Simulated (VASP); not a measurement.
# C (I4/mmm) in VASP: a series of runs

The runs below take C through single point, with PBE.

All numbers are computed with VASP 6.6.1; they aren't measurements. Logs are shortened: lines on timing, memory, paths and dates and some standing lists are left out, and cuts for length are marked.

## 1. The cell of the first run

It takes space group I4/mmm (No. 139, tetragonal). The conventional cell has a = 5.562 Å, b = 5.562 Å, c = 3.215 Å, α = 90.00°, β = 90.00°, γ = 90.00°. C (site symmetry m2m) has 4 C at 1.96 to 1.99 Å within 2.6 Å.

## 2. Single point, PBE (Si replaced by C, lengths x 0.811, strained)

INCAR reads:

```
ALGO = Normal
EDIFF = 1E-6
ENCUT = 520
GGA = PE
ISIF = 2
ISMEAR = 0
LASPH = True
LCHARG = False
LREAL = False
LWAVE = False
NBANDS = 16
NELM = 100
PREC = Accurate
SIGMA = 0.1
```

KPOINTS reads:

```
k-points
0
Gamma
  6 6 6
```

POSCAR reads:

```
C
1.0
   -2.7808353799      2.7808353799      1.6075560409
    2.7808353799     -2.7808353799      1.6075560409
    2.7808353799      2.7808353799     -1.6075560409
C
4
Direct
    0.1788010600      0.1788010600      0.3576021200
    0.8211989400      0.8211989400      0.6423978800
    0.1788010600      0.8211989400      0.0000000000
    0.8211989400      0.1788010600      0.0000000000
```

Potentials or basis: VASP PAW PBE potentials, release 64 (C).

The run is started by

```
$ cat potpaw_PBE.64/C/POTCAR > POTCAR
$ mpirun -np 1 vasp_std > vasp.out
```

OUTCAR:

```text
EDIFF = 1E-6
   ENCUT = 520
   GGA = PE
   ISIF = 2
   ISMEAR = 0
   LASPH = True
   LREAL = False
   NELM = 100
   PREC = Accurate

 ion  position               nearest neighbor table
   1  0.179  0.179  0.358-   2 1.96   2 1.96   3 1.99   4 1.99
   2  0.821  0.821  0.642-   1 1.96   1 1.96   4 1.99   3 1.99
   3  0.179  0.821  0.000-   4 1.96   4 1.96   2 1.99   1 1.99
   4  0.821  0.179  0.000-   3 1.96   3 1.96   2 1.99   1 1.99

  LATTYP: Found a body centered tetragonal cell.
 ALAT       =     5.5616707598
 C/A-ratio  =     0.5780838566

  Lattice vectors:

 A1 = (  -2.7808353799,   2.7808353799,   1.6075560409)
 A2 = (   2.7808353799,  -2.7808353799,   1.6075560409)
 A3 = (   2.7808353799,   2.7808353799,  -1.6075560409)

Analysis of symmetry for initial positions (statically):
=====================================================================
 Subroutine PRICEL returns:
 Original cell was already a primitive cell.

 Routine SETGRP: Setting up the symmetry group for a
 body centered tetragonal supercell.

 Subroutine GETGRP returns: Found 16 space group operations
 (whereof 16 operations were pure point group operations)
 out of a pool of 16 trial point group operations.

The static configuration has the point symmetry D_4h.

Analysis of symmetry for dynamics (positions and initial velocities):
=====================================================================
 Subroutine PRICEL returns:
 Original cell was already a primitive cell.

 Routine SETGRP: Setting up the symmetry group for a
 body centered tetragonal supercell.

 Subroutine GETGRP returns: Found 16 space group operations
 (whereof 16 operations were pure point group operations)
 out of a pool of 16 trial point group operations.

The dynamic configuration has the point symmetry D_4h.

 Subroutine INISYM returns: Found 16 space group operations
 (whereof 16 operations are pure point group operations),
 and found     1 'primitive' translations

----------------------------------------------------------------------------------------

                                     Primitive cell

  volume of cell :      49.7252

  direct lattice vectors                    reciprocal lattice vectors
    -2.780835380  2.780835380  1.607556041     0.000000000  0.179802085  0.311031147
     2.780835380 -2.780835380  1.607556041     0.179802085  0.000000000  0.311031147
     2.780835380  2.780835380 -1.607556041     0.179802085  0.179802085  0.000000000

  length of vectors
     4.248567670  4.248567670  4.248567670     0.359261972  0.359261972  0.254278547

  position of ions in fractional coordinates (direct lattice)
     0.178801060  0.178801060  0.357602120
     0.821198940  0.821198940  0.642397880
     0.178801060  0.821198940  0.000000000
     0.821198940  0.178801060  0.000000000

  ion indices of the primitive-cell ions
   primitive index   ion index
                 1           1
                 2           2
                 3           3
                 4           4

----------------------------------------------------------------------------------------

 KPOINTS: k-points

Automatic generation of k-mesh.
 Grid dimensions read from file:
 generate k-points for:    6    6    6

 Generating k-lattice:

  Cartesian coordinates                     Fractional coordinates (reciprocal lattice)
     0.000000000  0.029967014  0.051838525     0.166666667  0.000000000  0.000000000
     0.029967014  0.000000000  0.051838525     0.000000000  0.166666667  0.000000000
     0.029967014  0.029967014  0.000000000     0.000000000  0.000000000  0.166666667

  Length of vectors
     0.059876995  0.059876995  0.042379758

  Shift w.r.t. Gamma in fractional coordinates (k-lattice)
     0.000000000  0.000000000  0.000000000

 Subroutine IBZKPT returns following result:
 ===========================================

 Found     30 irreducible k-points:

 Following reciprocal coordinates:
            Coordinates               Weight
  0.000000  0.000000  0.000000      1.000000
  0.166667  0.000000  0.000000      8.000000
  0.333333  0.000000  0.000000      8.000000
  0.500000 -0.000000  0.000000      4.000000
  0.166667  0.166667  0.000000      8.000000
  0.333333  0.166667 -0.000000     16.000000
[... 16 lines left out ...]
 -0.333333 -0.333333  0.166667      8.000000
 -0.166667 -0.333333  0.166667      8.000000
 [... further k-points ...]
   k-points           NKPTS =     30   k-points in BZ     NKDIM =     30   number of bands    NBANDS=     16
   number of dos      NEDOS =    301   number of ions     NIONS =      4
   total plane-waves  NPLWV =  32768
   dimension x,y,z NGX =    32 NGY =   32 NGZ =   32
   dimension x,y,z NGXF=    64 NGYF=   64 NGZF=   64
   ions per type =               4
   NGX,Y,Z   is equivalent  to a cutoff of  12.52, 12.52, 12.52 a.u.
   NGXF,Y,Z  is equivalent  to a cutoff of  25.04, 25.04, 25.04 a.u.
 SYSTEM =  unknown system
   PREC   = accura    normal or accurate (medium, high low for compatibility)
   ISTART =      0    job   : 0-new  1-cont  2-samecut
   ICHARG =      2    charge: 1-file 2-atom 10-const
   ISPIN  =      1    spin polarized calculation?
   LNONCOLLINEAR =      F non collinear calculations
   LSORBIT =      F    spin-orbit coupling
   LASPH  =      T    aspherical Exc in radial PAW
   ENCUT  =  520.0 eV  38.22 Ry    6.18 a.u.   7.90  7.90  7.90*2*pi/ulx,y,z
   NELM   =    100;   NELMIN=  2; NELMDL= -5     # of ELM steps
   EDIFF  = 0.1E-05   stopping-criterion for ELM
   LREAL  =      F    real-space projection
[... 7 lines left out ...]
   TEBEG  =    0.0;   TEEND  =   0.0 temperature during run
   PSTRESS=    0.0 pullay stress
   NELECT =      16.0000    total number of electrons
   NUPDOWN=      -1.0000    fix difference up-down
   EMIN   =  10.00;   EMAX   =-10.00  energy-range for DOS
   EFERMI =   0.00;   METHOD = LEGACY
   ISMEAR =     0;   SIGMA  =   0.10  broadening in eV -4-tet -1-fermi 0-gaus
   EFERMI_NEDOS =   21; number of points for ismear=-14 and -15
   IALGO  =     38    algorithm
   IMIX   =      4    mixing-type and parameters
     AMIX     =   0.40;   BMIX     =  1.00
     AMIX_MAG =   1.60;   BMIX_MAG =  1.00
  volume/ion in A,a.u.               =      12.43        83.89
  Fermi-wavevector in a.u.,A,eV,Ry     =   1.121819  2.119930 17.122616  1.258477
  Thomas-Fermi vector in A             =   2.258475
   LORBIT       =      0    0 simple, 1 ext, 2 COOP (PROOUT), +10 PAW based schemes
   GGA     = PE    functional components
   LHFCALC =     F    Hartree Fock is set to
   AEXX    =    0.0000 exact exchange contribution
   IVDW    =     0    specifies the selected vdW correction
   LEPSILON=     F    determine dielectric tensor
   LRPA    =     F    only Hartree local field effects (RPA)
 non-spin polarized calculation
 Gauss-broadening in eV      SIGMA  =   0.10
  energy-cutoff  :      520.00
  volume of cell :       49.73
 maximum number of plane-waves:      1362
   NGX = 15   NGY = 15   NGZ = 15

 number of electron      16.0000001 magnetization

 Free energy of the ion-electron system (eV)
  ---------------------------------------------------
  ext. energy  EPLUGINS =         0.00000000
  ---------------------------------------------------
  free energy    TOTEN  =       -25.71260519 eV

  energy without entropy =      -25.71260519  energy(sigma->0) =      -25.71260519

 E-fermi :   1.7136     XC(G=0):  -9.5180

 val. band max:        1.3522000881   @ k =   0.5000   0.5000   0.5000
 cond. band min:       2.0654312646   @ k =   0.5000   0.5000   0.5000
 fundamental gap:      0.7132311765
 Fermi energy:         1.7136315136

 k-point     1 :       0.0000    0.0000    0.0000
  band No.  band energies     occupation
      1     -12.5431      2.00000
      2      -7.8024      2.00000
      3      -4.9618      2.00000
      4      -4.9618      2.00000
      5      -1.9790      2.00000
      6      -0.1333      2.00000
[... 8 lines left out ...]
     15       9.6776      0.00000
     16       9.6901      0.00000

 k-point     2 :       0.1667    0.0000    0.0000
  band No.  band energies     occupation
      1     -12.1773      2.00000
      2      -7.8157      2.00000
      3      -5.4277      2.00000
      4      -4.7234      2.00000
      5      -1.9334      2.00000
      6      -1.2574      2.00000
[... 8 lines left out ...]
     15       9.1831      0.00000
     16      10.4207      0.00000

 k-point     3 :       0.3333    0.0000    0.0000
  band No.  band energies     occupation
      1     -11.1587      2.00000
      2      -7.6388      2.00000
      3      -6.8176      2.00000
      4      -5.0869      2.00000
      5      -2.5366      2.00000
      6      -1.8195      2.00000
[... 8 lines left out ...]
     15       8.6858      0.00000
     16      10.5987      0.00000

 k-point     4 :       0.5000   -0.0000    0.0000
  band No.  band energies     occupation
      1     -10.2011      2.00000
      2      -8.0406      2.00000
      3      -7.3720      2.00000
      4      -5.6917      2.00000
      5      -2.8322      2.00000
      6      -1.8107      2.00000
[... 8 lines left out ...]
     15       9.6926      0.00000
     16      10.3489      0.00000
[... 324 lines left out ...]
 k-point    22 :      -0.1667    0.5000    0.1667
  band No.  band energies     occupation
      1     -10.2860      2.00000
      2      -8.5571      2.00000
      3      -7.9679      2.00000
      4      -3.9265      2.00000
      5      -3.3892      2.00000
      6      -1.7562      2.00000
[... 8 lines left out ...]
     15       8.8561      0.00000
     16       9.6951      0.00000

 k-point    23 :      -0.3333   -0.3333    0.1667
  band No.  band energies     occupation
      1      -9.8799      2.00000
      2      -8.9554      2.00000
      3      -8.1450      2.00000
      4      -3.6517      2.00000
      5      -3.5973      2.00000
      6      -2.0609      2.00000
[... 8 lines left out ...]
     15       8.1080      0.00000
     16       9.7013      0.00000

 k-point    24 :      -0.1667   -0.3333    0.1667
  band No.  band energies     occupation
      1     -10.3160      2.00000
      2      -7.6923      2.00000
      3      -7.5256      2.00000
      4      -5.3032      2.00000
      5      -3.5746      2.00000
      6      -1.2279      2.00000
[... 8 lines left out ...]
     15       8.6556      0.00000
     16      10.8704      0.00000

 [... further k-points ...]

------------------------ aborting loop because EDIFF is reached ----------------------------------------

  FORCE on cell =-STRESS in cart. coord.  units (eV):
  Direction    XX          YY          ZZ          XY          YZ          ZX
  --------------------------------------------------------------------------------------
  -------------------------------------------------------------------------------------
  Total      -19.3084883    -19.3084883    -20.8937039      0.0000000      0.0000000      0.0000000
  in kB     -622.1314867   -622.1314867   -673.2081182      0.0000000      0.0000000      0.0000000
  external PRESSURE =    -639.1570306 kB  Pullay stress =       0.0000000 kB

 VOLUME and BASIS-vectors are now :
 -----------------------------------------------------------------------------
  energy-cutoff  :      520.00
  volume of cell :       49.73
      direct lattice vectors                 reciprocal lattice vectors
    -2.780835380  2.780835380  1.607556041     0.000000000  0.179802085  0.311031147
     2.780835380 -2.780835380  1.607556041     0.179802085  0.000000000  0.311031147
     2.780835380  2.780835380 -1.607556041     0.179802085  0.179802085  0.000000000

 POSITION                                       TOTAL-FORCE (eV/Angst)
 -----------------------------------------------------------------------------------
      0.99443      0.99443     -0.00000        -0.389793     -0.389793      0.000000
      1.78640      1.78640      1.60756         0.389793      0.389793     -0.000000
      1.78640     -1.78640      1.60756         0.389793     -0.389793      0.000000
     -1.78640      1.78640      1.60756        -0.389793      0.389793      0.000000
 -----------------------------------------------------------------------------------
    total drift:                               -0.000000     -0.000000      0.000000

  FREE ENERGIE OF THE ION-ELECTRON SYSTEM (eV)
  ---------------------------------------------------
  free  energy   TOTEN  =       -25.7126051876 eV

  energy  without entropy=      -25.7126051854  energy(sigma->0) =      -25.71260519
```

Run time: 20 s. Hardware: 1 thread of Intel Xeon Platinum 8488C (Sapphire Rapids), shared host; peak memory 0.16 GiB.

Results:

| Item | Value |
| --- | --- |
| Free energy | -25.7126 eV |
| Pressure | -63.9 GPa |
| Largest force | 0.551 eV/Å |
| Band gap on the k mesh | 0.71 eV, direct |

Forces in eV/Å, atoms in the order of the input:
```
C   -0.390 -0.390  0.000
C    0.390  0.390  0.000
C    0.390 -0.390  0.000
C   -0.390  0.390  0.000
```

Caveat: the cell differs from its parent crystal (Si replaced by C, lengths x 0.811, strained). A k mesh can miss the band edges.

## 3. Single point, PBE (Si replaced by C, lengths x 0.811, strained)

INCAR reads:

```
PREC = Accurate
ENCUT = 520
EDIFF = 1E-7
ISMEAR = 0
SIGMA = 0.02
LREAL = False
LASPH = True
NELM = 60
ALGO = Normal
ISIF = 2
LWAVE = False
LCHARG = True
GGA = PE
LELF = True
LVHAR = True
NBANDS = 16
```

KPOINTS reads:

```
regular mesh
0
Gamma
  10 10 10
```

POSCAR reads:

```
C
1.0
   -2.7697805245      2.7697805245      1.6011654075
    2.7697805245     -2.7697805245      1.6011654075
    2.7697805245      2.7697805245     -1.6011654075
C
4
Direct
    0.1788010600      0.1788010600      0.3576021200
    0.8211989400      0.8211989400      0.6423978800
    0.1788010600      0.8211989400      0.0000000000
    0.8211989400      0.1788010600      0.0000000000
```

Potentials or basis: VASP PAW PBE potentials, release 64 (C).

The run is started by

```
$ cat potpaw_PBE.64/C/POTCAR > POTCAR
$ mpirun -np 1 vasp_std > vasp.out
```

OUTCAR:

```text
PREC = Accurate
   ENCUT = 520
   EDIFF = 1E-7
   ISMEAR = 0
   LREAL = False
   LASPH = True
   NELM = 60
   ISIF = 2
   GGA = PE

 ion  position               nearest neighbor table
   1  0.179  0.179  0.358-   2 1.95   2 1.95   3 1.98   4 1.98
   2  0.821  0.821  0.642-   1 1.95   1 1.95   4 1.98   3 1.98
   3  0.179  0.821  0.000-   4 1.95   4 1.95   2 1.98   1 1.98
   4  0.821  0.179  0.000-   3 1.95   3 1.95   2 1.98   1 1.98

  LATTYP: Found a body centered tetragonal cell.
[... 654 lines left out ...]
  FORCE on cell =-STRESS in cart. coord.  units (eV):
  Direction    XX          YY          ZZ          XY          YZ          ZX
  --------------------------------------------------------------------------------------
  -------------------------------------------------------------------------------------
  Total      -19.2800001    -19.2800001    -20.9005486      0.0000000      0.0000000     -0.0000000
  in kB     -628.6815417   -628.6815417   -681.5243279      0.0000000      0.0000000     -0.0000000
  external PRESSURE =    -646.2958038 kB  Pullay stress =       0.0000000 kB

 VOLUME and BASIS-vectors are now :
 -----------------------------------------------------------------------------
  energy-cutoff  :      520.00
  volume of cell :       49.13
      direct lattice vectors                 reciprocal lattice vectors
    -2.769780524  2.769780524  1.601165407     0.000000000  0.180519718  0.312272547
     2.769780524 -2.769780524  1.601165407     0.180519718  0.000000000  0.312272547
     2.769780524  2.769780524 -1.601165407     0.180519718  0.180519718  0.000000000

 POSITION                                       TOTAL-FORCE (eV/Angst)
 -----------------------------------------------------------------------------------
      0.99048      0.99048     -0.00000        -0.389357     -0.389357     -0.000000
      1.77930      1.77930      1.60117         0.389357      0.389357      0.000000
      1.77930     -1.77930      1.60117         0.389357     -0.389357     -0.000000
     -1.77930      1.77930      1.60117        -0.389357      0.389357      0.000000
 -----------------------------------------------------------------------------------
    total drift:                               -0.000000     -0.000000      0.000000

  FREE ENERGIE OF THE ION-ELECTRON SYSTEM (eV)
  ---------------------------------------------------
  free  energy   TOTEN  =       -25.9553970854 eV

  energy  without entropy=      -25.9553970854  energy(sigma->0) =      -25.95539709
```

Run time: 71 s. Hardware: 1 thread of Intel Xeon Platinum 8488C (Sapphire Rapids), shared host; peak memory 0.2 GiB.

Results:

```
Free energy            : -25.9554 eV
Pressure               : -64.6 GPa
Largest force          : 0.551 eV/Å
Band gap on the k mesh : 0.86 eV, direct
```

Forces on the atoms (eV/Å):
```
C   -0.389 -0.389  0.000
C    0.389  0.389  0.000
C    0.389 -0.389  0.000
C   -0.389  0.389  0.000
```

Stress tensor (GPa, compression positive):
```
-62.87   0.00   0.00
  0.00 -62.87   0.00
  0.00   0.00 -68.15
```

Levels at points of the mesh, in eV from the valence-band top:
```tsv
k point	band 6	band 7	band 8	band 9	band 10	band 11
(0.00, 0.00, 0.00)	-1.50	-1.50	-0.31	1.80	1.80	3.25
(0.50, 0.00, 0.00)	-3.20	-2.19	-1.47	2.62	3.23	4.57
(0.50, 0.50, 0.00)	-1.94	-1.63	-1.57	2.13	3.23	3.37
(0.50, 0.50, 0.50)	-0.21	0.00	0.00	0.86	1.80	4.09
```

Caveat: the cell differs from its parent crystal (Si replaced by C, lengths x 0.811, strained). A k mesh can miss the band edges.

[end of part 1 of 2]
